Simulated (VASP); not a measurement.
# Rh (I4/mmm) in VASP: notebook

Rh is run at these levels: r2SCAN; tasks: single point.

Everything below comes from runs of VASP 6.6.1. Logs are shortened: lines on timing, memory, paths and dates and some standing lists are left out, and cuts for length are marked.

## 1. The cell of the first run

It takes space group I4/mmm (No. 139, tetragonal). The conventional cell has a = 2.756 Å, b = 2.756 Å, c = 3.613 Å, α = 90.00°, β = 90.00°, γ = 90.00°. Within 3.7 Å of Rh (site symmetry 4/mmm) lie 14 Rh at 2.66 to 3.61 Å.

## 2. Single point, r2SCAN (strain +0.025 along x and y, -0.050 along z)

The input, POSCAR:

```
Rh
1.0
    0.0000000000      1.9490887500      1.8064725000
    1.9490887500      0.0000000000      1.8064725000
    1.9490887500      1.9490887500      0.0000000000
Rh
1
Direct
    0.0000000000      0.0000000000      0.0000000000
```

The input, INCAR.step1:

```
ALGO = Normal
EDIFF = 1E-4
ENCUT = 520
GGA = PE
ISMEAR = 0
LASPH = True
LCHARG = False
LREAL = False
LWAVE = True
NBANDS = 14
NELM = 60
PREC = Accurate
SIGMA = 0.15
```

The input, INCAR.step2:

```
ALGO = Normal
EDIFF = 1E-7
ENCUT = 520
ISIF = 2
ISMEAR = 0
ISTART = 1
LASPH = True
LCHARG = False
LMIXTAU = True
LREAL = False
LWAVE = False
METAGGA = R2SCAN
NBANDS = 14
NELM = 60
PREC = Accurate
SIGMA = 0.15
```

The input, KPOINTS:

```
k-points
0
Gamma
  22 22 22
```

Potentials or basis: VASP PAW PBE potentials, release 64 (Rh_pv).

Run with:

```console
> cat potpaw_PBE.64/Rh_pv/POTCAR > POTCAR
> cp INCAR.step1 INCAR
> mpirun -np 1 vasp_std > vasp.out
> cp INCAR.step2 INCAR
> mpirun -np 1 vasp_std > vasp.out
```

OUTCAR:

```text
EDIFF = 1E-7
   ENCUT = 520
   ISIF = 2
   ISMEAR = 0
   ISTART = 1
   LASPH = True
   LREAL = False
   METAGGA = R2SCAN
   NELM = 60
   PREC = Accurate

 ion  position               nearest neighbor table
   1  0.000  0.000  0.000-

  LATTYP: Found a body centered tetragonal cell.
 ALAT       =     2.7564277445
 C/A-ratio  =     1.3107345212

  Lattice vectors:

 A1 = (   0.0000000000,  -1.9490887500,  -1.8064725000)
 A2 = (   0.0000000000,   1.9490887500,  -1.8064725000)
 A3 = (   1.9490887500,   0.0000000000,   1.8064725000)

Analysis of symmetry for initial positions (statically):
=====================================================================
 Subroutine PRICEL returns:
 Original cell was already a primitive cell.

 Routine SETGRP: Setting up the symmetry group for a
 body centered tetragonal supercell.

 Subroutine GETGRP returns: Found 16 space group operations
 (whereof 16 operations were pure point group operations)
 out of a pool of 16 trial point group operations.

The static configuration has the point symmetry D_4h.

Analysis of symmetry for dynamics (positions and initial velocities):
=====================================================================
 Subroutine PRICEL returns:
 Original cell was already a primitive cell.

 Routine SETGRP: Setting up the symmetry group for a
 body centered tetragonal supercell.

 Subroutine GETGRP returns: Found 16 space group operations
 (whereof 16 operations were pure point group operations)
 out of a pool of 16 trial point group operations.

The dynamic configuration has the point symmetry D_4h.

 Subroutine INISYM returns: Found 16 space group operations
 (whereof 16 operations are pure point group operations),
 and found     1 'primitive' translations

----------------------------------------------------------------------------------------

                                     Primitive cell

  volume of cell :      13.7254

  direct lattice vectors                    reciprocal lattice vectors
     0.000000000  1.949088750  1.806472500    -0.256530135  0.256530135  0.276782514
     1.949088750  0.000000000  1.806472500     0.256530135 -0.256530135  0.276782514
     1.949088750  1.949088750  0.000000000     0.256530135  0.256530135 -0.276782514

  length of vectors
     2.657496914  2.657496914  2.756427745     0.456315659  0.456315659  0.456315659

  position of ions in fractional coordinates (direct lattice)
     0.000000000  0.000000000  0.000000000

  ion indices of the primitive-cell ions
   primitive index   ion index
                 1           1

----------------------------------------------------------------------------------------

 KPOINTS: k-points

Automatic generation of k-mesh.
 Grid dimensions read from file:
 generate k-points for:   22   22   22

 Generating k-lattice:

  Cartesian coordinates                     Fractional coordinates (reciprocal lattice)
    -0.011660461  0.011660461  0.012581023     0.045454545  0.000000000  0.000000000
     0.011660461 -0.011660461  0.012581023     0.000000000  0.045454545  0.000000000
     0.011660461  0.011660461 -0.012581023     0.000000000  0.000000000  0.045454545

  Length of vectors
     0.020741621  0.020741621  0.020741621

  Shift w.r.t. Gamma in fractional coordinates (k-lattice)
     0.000000000  0.000000000  0.000000000

 Subroutine IBZKPT returns following result:
 ===========================================

 Found    834 irreducible k-points:

 Following reciprocal coordinates:
            Coordinates               Weight
  0.000000  0.000000  0.000000      1.000000
  0.045455  0.000000  0.000000      8.000000
  0.090909  0.000000  0.000000      8.000000
  0.136364  0.000000  0.000000      8.000000
  0.181818  0.000000  0.000000      8.000000
  0.227273  0.000000  0.000000      8.000000
[... 16 lines left out ...]
  0.500000  0.045455  0.000000      8.000000
 -0.454545  0.045455  0.000000      8.000000
 [... further k-points ...]
   k-points           NKPTS =    834   k-points in BZ     NKDIM =    834   number of bands    NBANDS=     14
   number of dos      NEDOS =    301   number of ions     NIONS =      1
   total plane-waves  NPLWV =   9600
   dimension x,y,z NGX =    20 NGY =   20 NGZ =   24
   dimension x,y,z NGXF=    40 NGYF=   40 NGZF=   48
   ions per type =               1
   NGX,Y,Z   is equivalent  to a cutoff of  12.51, 12.51, 14.47 a.u.
   NGXF,Y,Z  is equivalent  to a cutoff of  25.02, 25.02, 28.95 a.u.
 SYSTEM =  unknown system
   PREC   = accura    normal or accurate (medium, high low for compatibility)
   ISTART =      1    job   : 0-new  1-cont  2-samecut
   ICHARG =      0    charge: 1-file 2-atom 10-const
   ISPIN  =      1    spin polarized calculation?
   LNONCOLLINEAR =      F non collinear calculations
   LSORBIT =      F    spin-orbit coupling
   LASPH  =      T    aspherical Exc in radial PAW
   ENCUT  =  520.0 eV  38.22 Ry    6.18 a.u.   4.94  4.94  5.13*2*pi/ulx,y,z
   NELM   =     60;   NELMIN=  2; NELMDL=  0     # of ELM steps
   EDIFF  = 0.1E-06   stopping-criterion for ELM
   LREAL  =      F    real-space projection
   EDIFFG = 0.1E-05   stopping-criterion for IOM
   NSW    =      0    number of steps for IOM
   IBRION =     -1    ionic relax: 0-MD 1-quasi-New 2-CG
   NFREE  =      0    steps in history (QN), initial steepest desc. (CG)
   ISIF   =      2    stress and relaxation
   ISYM   =      2    0-nonsym 1-usesym 2-fastsym
   POTIM  = 0.5000    time-step for ionic-motion
   TEBEG  =    0.0;   TEEND  =   0.0 temperature during run
   PSTRESS=    0.0 pullay stress
   NELECT =      15.0000    total number of electrons
   NUPDOWN=      -1.0000    fix difference up-down
   EMIN   =  10.00;   EMAX   =-10.00  energy-range for DOS
   EFERMI =   0.00;   METHOD = LEGACY
   ISMEAR =     0;   SIGMA  =   0.15  broadening in eV -4-tet -1-fermi 0-gaus
   EFERMI_NEDOS =   21; number of points for ismear=-14 and -15
   IALGO  =     38    algorithm
   IMIX   =      4    mixing-type and parameters
     AMIX     =   0.40;   BMIX     =  1.00
     AMIX_MAG =   1.60;   BMIX_MAG =  1.00
  volume/ion in A,a.u.               =      13.73        92.62
  Fermi-wavevector in a.u.,A,eV,Ry     =   1.686283  3.186612 38.688839  2.843549
  Thomas-Fermi vector in A             =   2.768975
   LORBIT       =      0    0 simple, 1 ext, 2 COOP (PROOUT), +10 PAW based schemes
   METAGGA = R2SCAN    functional components
   LHFCALC =     F    Hartree Fock is set to
   AEXX    =    0.0000 exact exchange contribution
   IVDW    =     0    specifies the selected vdW correction
   LEPSILON=     F    determine dielectric tensor
   LRPA    =     F    only Hartree local field effects (RPA)
 non-spin polarized calculation
 Gauss-broadening in eV      SIGMA  =   0.15
  energy-cutoff  :      520.00
  volume of cell :       13.73
 maximum number of plane-waves:       386
   NGX =  9   NGY =  9   NGZ = 11

 number of electron      15.0000004 magnetization

 Free energy of the ion-electron system (eV)
  ---------------------------------------------------
  ext. energy  EPLUGINS =         0.00000000
  ---------------------------------------------------
  free energy    TOTEN  =       -24.10599471 eV

  energy without entropy =      -24.09135413  energy(sigma->0) =      -24.09867442

 E-fermi :  11.7474     XC(G=0): -15.2151

 val. band max:       11.7464680350   @ k =  -0.0455   0.2727   0.2273
 cond. band min:      11.7508136438   @ k =  -0.3636   0.0455   0.1818
 fundamental gap:      0.0043456088
 Fermi energy:        11.7474039003

 k-point     1 :       0.0000    0.0000    0.0000
  band No.  band energies     occupation
      1     -36.0287      2.00000
      2     -36.0287      2.00000
      3     -35.9825      2.00000
      4       3.5748      2.00000
      5       8.3588      2.00000
      6       8.3588      2.00000
      7       9.1490      2.00000
      8      10.1794      2.00000
      9      11.1307      2.00000
     10      28.5917      0.00000
     11      29.1733      0.00000
     12      33.4353      0.00000
     13      33.4353      0.00000
     14      36.0138      0.00000

 k-point     2 :       0.0455    0.0000    0.0000
  band No.  band energies     occupation
      1     -36.0404      2.00000
      2     -36.0318      2.00000
      3     -35.9889      2.00000
      4       3.6628      2.00000
      5       8.3514      2.00000
      6       8.3928      2.00000
      7       9.1496      2.00000
      8      10.1690      2.00000
      9      11.1042      2.00000
     10      28.7161      0.00000
     11      29.1734      0.00000
     12      33.2073      0.00000
     13      33.5603      0.00000
     14      35.8193      0.00000

 k-point     3 :       0.0909    0.0000    0.0000
  band No.  band energies     occupation
      1     -36.0824      2.00000
      2     -36.0409      2.00000
      3     -35.9995      2.00000
      4       3.9192      2.00000
      5       8.3182      2.00000
      6       8.4819      2.00000
      7       9.1689      2.00000
      8      10.1525      2.00000
      9      11.0342      2.00000
     10      29.0607      0.00000
     11      29.1736      0.00000
     12      32.4287      0.00000
     13      33.9280      0.00000
     14      35.7717      0.00000

 k-point     4 :       0.1364    0.0000    0.0000
  band No.  band energies     occupation
      1     -36.1557      2.00000
      2     -36.0551      2.00000
      3     -36.0088      2.00000
      4       4.3174      2.00000
      5       8.2554      2.00000
      6       8.5854      2.00000
      7       9.2299      2.00000
      8      10.1746      2.00000
      9      10.9496      2.00000
     10      29.1736      0.00000
     11      29.5286      0.00000
     12      31.2509      0.00000
     13      34.5163      0.00000
     14      36.1583      0.00000

 k-point     5 :       0.1818    0.0000    0.0000
  band No.  band energies     occupation
      1     -36.2517      2.00000
      2     -36.0735      2.00000
      3     -36.0180      2.00000
      4       4.7990      2.00000
      5       8.2180      2.00000
      6       8.6407      2.00000
      7       9.3118      2.00000
      8      10.3018      2.00000
      9      10.8996      2.00000
     10      29.1729      0.00000
     11      29.7106      0.00000
[... 276 lines left out ...]
 k-point    22 :       0.4545    0.0455    0.0000
  band No.  band energies     occupation
      1     -36.7797      2.00000
      2     -36.1830      2.00000
      3     -36.0721      2.00000
      4       5.5143      2.00000
      5       8.1525      2.00000
      6       8.9233      2.00000
      7      11.1357      2.00000
      8      12.5203      0.00000
      9      13.0100      0.00000
     10      21.5750      0.00000
     11      28.2284      0.00000
     12      29.1741      0.00000
     13      33.3789      0.00000
     14      35.1909      0.00000

 k-point    23 :       0.5000    0.0455    0.0000
  band No.  band energies     occupation
      1     -36.8023      2.00000
      2     -36.1849      2.00000
      3     -36.0772      2.00000
      4       5.4804      2.00000
      5       8.1107      2.00000
      6       8.8760      2.00000
      7      11.4305      1.99719
      8      12.5881      0.00000
      9      13.4035      0.00000
     10      20.9296      0.00000
     11      28.0809      0.00000
     12      29.1739      0.00000
     13      33.2564      0.00000
     14      34.7152      0.00000

 k-point    24 :      -0.4545    0.0455    0.0000
  band No.  band energies     occupation
      1     -36.7941      2.00000
      2     -36.1808      2.00000
      3     -36.0797      2.00000
      4       5.4927      2.00000
      5       8.1151      2.00000
      6       8.8752      2.00000
      7      11.4593      1.99341
      8      12.4730      0.00000
      9      13.2627      0.00000
     10      21.1358      0.00000
     11      28.1268      0.00000
     12      29.1739      0.00000
     13      33.5456      0.00000
     14      34.5625      0.00000

 [... further k-points ...]

------------------------ aborting loop because EDIFF is reached ----------------------------------------

  FORCE on cell =-STRESS in cart. coord.  units (eV):
  Direction    XX          YY          ZZ          XY          YZ          ZX
  --------------------------------------------------------------------------------------
  -------------------------------------------------------------------------------------
  Total       -0.3210753     -0.3210753      1.1404454      0.0000000      0.0000000      0.0000000
  in kB      -37.4794251    -37.4794251    133.1252668      0.0000000      0.0000000      0.0000000
  external PRESSURE =      19.3888056 kB  Pullay stress =       0.0000000 kB

 VOLUME and BASIS-vectors are now :
 -----------------------------------------------------------------------------
  energy-cutoff  :      520.00
  volume of cell :       13.73
      direct lattice vectors                 reciprocal lattice vectors
     0.000000000  1.949088750  1.806472500    -0.256530135  0.256530135  0.276782514
     1.949088750  0.000000000  1.806472500     0.256530135 -0.256530135  0.276782514
     1.949088750  1.949088750  0.000000000     0.256530135  0.256530135 -0.276782514

 POSITION                                       TOTAL-FORCE (eV/Angst)
 -----------------------------------------------------------------------------------
      0.00000      0.00000      0.00000        -0.000000      0.000000     -0.000000
 -----------------------------------------------------------------------------------
    total drift:                                0.000000     -0.000000      0.000000

  FREE ENERGIE OF THE ION-ELECTRON SYSTEM (eV)
  ---------------------------------------------------
  free  energy   TOTEN  =       -24.1059947054 eV

  energy  without entropy=      -24.0913541348  energy(sigma->0) =      -24.09867442
```

Wall time 15 min (1 thread of Intel Xeon 8259CL, shared host); peak memory 0.26 GiB.

What came out:

```
Free energy            : -24.1060 eV
Pressure               : 1.9 GPa
Band gap on the k mesh : zero (an odd number of electrons rules out a gap without spin polarisation)
```

Caveat: the cell differs from its parent crystal (strain +0.025 along x and y, -0.050 along z); the PAW data sets were made with another functional, which shifts forces and pressure a little.

## 3. Single point, r2SCAN (strain +0.025 along x and y, -0.025 along z)

The input, POSCAR:

```
Rh
1.0
    0.0000000000      1.9490887500      1.8540112500
    1.9490887500      0.0000000000      1.8540112500
    1.9490887500      1.9490887500      0.0000000000
Rh
1
Direct
    0.0000000000      0.0000000000      0.0000000000
```

The input, INCAR.step1:

```
PREC = Accurate
ENCUT = 520
ISMEAR = 0
SIGMA = 0.15
LREAL = False
LASPH = True
NELM = 100
NBANDS = 14
GGA = PE
ALGO = Normal
EDIFF = 1E-4
LWAVE = True
LCHARG = False
```

The input, INCAR.step2:

```
PREC = Accurate
ENCUT = 520
EDIFF = 1E-7
ISMEAR = 0
SIGMA = 0.15
LREAL = False
LASPH = True
NELM = 100
ALGO = Normal
ISIF = 2
LWAVE = False
LCHARG = False
METAGGA = R2SCAN
LMIXTAU = True
NBANDS = 14
ISTART = 1
```

The input, KPOINTS:

```
regular mesh
0
Gamma
  22 22 22
```

Potentials or basis: VASP PAW PBE potentials, release 64 (Rh_pv).

Run with:

```console
> cat potpaw_PBE.64/Rh_pv/POTCAR > POTCAR
> cp INCAR.step1 INCAR
> mpirun -np 1 vasp_std > vasp.out
> cp INCAR.step2 INCAR
> mpirun -np 1 vasp_std > vasp.out
```

Wall time 13 min (1 thread of Intel Xeon 8259CL, shared host); peak memory 0.26 GiB.

It converged, with:

- Free energy: -24.1229 eV
- Pressure: -5.5 GPa
- Band gap on the k mesh: zero (an odd number of electrons rules out a gap without spin polarisation)

Stress tensor (GPa, compression positive):
```
-9.13  0.00  0.00
 0.00 -9.13  0.00
 0.00  0.00  1.74
```

Levels at points of the mesh, in eV from the Fermi level:
| k point | band 3 | band 4 | band 5 | band 6 | band 7 | band 8 | band 9 | band 10 | band 11 | band 12 |
| --- | --- | --- | --- | --- | --- | --- | --- | --- | --- | --- |
| (0.00, 0.00, 0.00) | -47.71 | -7.98 | -3.20 | -3.20 | -2.68 | -1.35 | -0.73 | 16.79 | 17.44 | 21.84 |
| (0.50, 0.00, 0.00) | -47.79 | -6.12 | -3.42 | -2.86 | 0.43 | 0.72 | 0.95 | 8.86 | 16.24 | 17.44 |
| (0.50, 0.50, 0.00) | -48.05 | -6.31 | -5.97 | 0.49 | 1.04 | 1.04 | 4.22 | 13.25 | 13.25 | 13.54 |
| (0.50, 0.00, 0.50) | -47.95 | -6.29 | -5.90 | 0.49 | 0.77 | 1.21 | 3.10 | 12.10 | 13.93 | 14.48 |

Caveat: the cell differs from its parent crystal (strain +0.025 along x and y, -0.025 along z); the cell stands under tension; an empty level that is flat over the whole mesh can mark a ghost state of the potentials, or a narrow d or f band; the PAW data sets were made with another functional, which shifts forces and pressure a little.

## 4. Single point, r2SCAN (strain +0.050 along x and y, -0.050 along z)

The input, POSCAR:

```
Rh
1.0
    0.0000000000      1.9966275000      1.8064725000
    1.9966275000      0.0000000000      1.8064725000
    1.9966275000      1.9966275000      0.0000000000
Rh
1
Direct
    0.0000000000      0.0000000000      0.0000000000
```

The input, INCAR.step1:

```
SYSTEM = Rh
ALGO = Normal
EDIFF = 1E-4
ENCUT = 520
GGA = PE
ISMEAR = 0
LASPH = .True.
LCHARG = .False.
LREAL = .False.
LWAVE = .True.
NBANDS = 14
NELM = 60
PREC = Accurate
SIGMA = 0.15
```

The input, INCAR.step2:

```
SYSTEM = Rh
ALGO = Normal
EDIFF = 1E-6
ENCUT = 520
ISIF = 2
ISMEAR = 0
ISTART = 1
LASPH = .True.
LCHARG = .False.
LMIXTAU = .True.
LREAL = .False.
LWAVE = .False.
METAGGA = R2SCAN
NBANDS = 14
NELM = 60
PREC = Accurate
SIGMA = 0.15
```

The input, KPOINTS:

```
k-points
0
Gamma
  22 22 22
  0 0 0
```

Run with:

```console
> cat potpaw_PBE.64/Rh_pv/POTCAR > POTCAR
> cp INCAR.step1 INCAR
> mpirun -np 1 vasp_std > vasp.out
> cp INCAR.step2 INCAR
> mpirun -np 1 vasp_std > vasp.out
```

Wall time 10 min (1 thread of Intel Xeon 8259CL, shared host); peak memory 0.27 GiB.

Results (log left out):

| Property | Result |
| --- | --- |
| Free energy | -24.0630 eV |
| Pressure | -9.8 GPa |
| Band gap on the k mesh | zero (an odd number of electrons rules out a gap without spin polarisation) |

Stress tensor (GPa, compression positive):
```
-16.04   0.00   0.00
  0.00 -16.04   0.00
  0.00   0.00   2.57
```

Levels at points of the mesh, in eV from the Fermi level:
| k point | band 3 | band 4 | band 5 | band 6 | band 7 | band 8 | band 9 | band 10 | band 11 | band 12 |
| --- | --- | --- | --- | --- | --- | --- | --- | --- | --- | --- |
| (0.00, 0.00, 0.00) | -47.62 | -7.80 | -3.18 | -3.18 | -2.23 | -1.60 | -0.47 | 16.95 | 17.52 | 21.26 |
| (0.50, 0.00, 0.00) | -47.69 | -5.91 | -3.54 | -2.42 | 0.28 | 0.85 | 1.02 | 8.70 | 16.12 | 17.52 |
| (0.50, 0.50, 0.00) | -48.00 | -6.07 | -5.80 | 0.49 | 1.04 | 1.04 | 5.00 | 12.53 | 12.53 | 14.25 |
| (0.50, 0.00, 0.50) | -47.82 | -6.06 | -5.60 | 0.42 | 0.54 | 1.33 | 2.76 | 11.39 | 13.94 | 15.00 |

Caveat: the cell differs from its parent crystal (strain +0.050 along x and y, -0.050 along z); the cell stands under tension; the PAW data sets were made with another functional, which shifts forces and pressure a little.

## 5. The runs side by side

| cell | gap on the mesh (eV) | pressure (GPa) |
| --- | --- | --- |
| a = 2.657, b = 2.657, c = 2.756 Å, angles 58.8, 58.8, 62.5°, 1 atom | none | 1.9 |
| a = 2.690, b = 2.690, c = 2.756 Å, angles 59.2, 59.2, 61.6°, 1 atom | none | -5.5 |
| a = 2.693, b = 2.693, c = 2.824 Å, angles 58.4, 58.4, 63.2°, 1 atom | none | -9.8 |

Alike in all rows: task single point; level r2SCAN; potentials or basis VASP PAW PBE potentials, release 64 (Rh_pv); no spin polarisation; k mesh 22 × 22 × 22; cutoff (eV) 520; smearing gaussian 0.15 eV.

Caveats: the PAW data sets were made with another functional, which shifts forces and pressure a little; the cell stands under tension (at least some runs); an empty level that is flat over the whole mesh can mark a ghost state of the potentials, or a narrow d or f band (at least some runs).

Absolute energies hang on the potentials; compare differences alone.
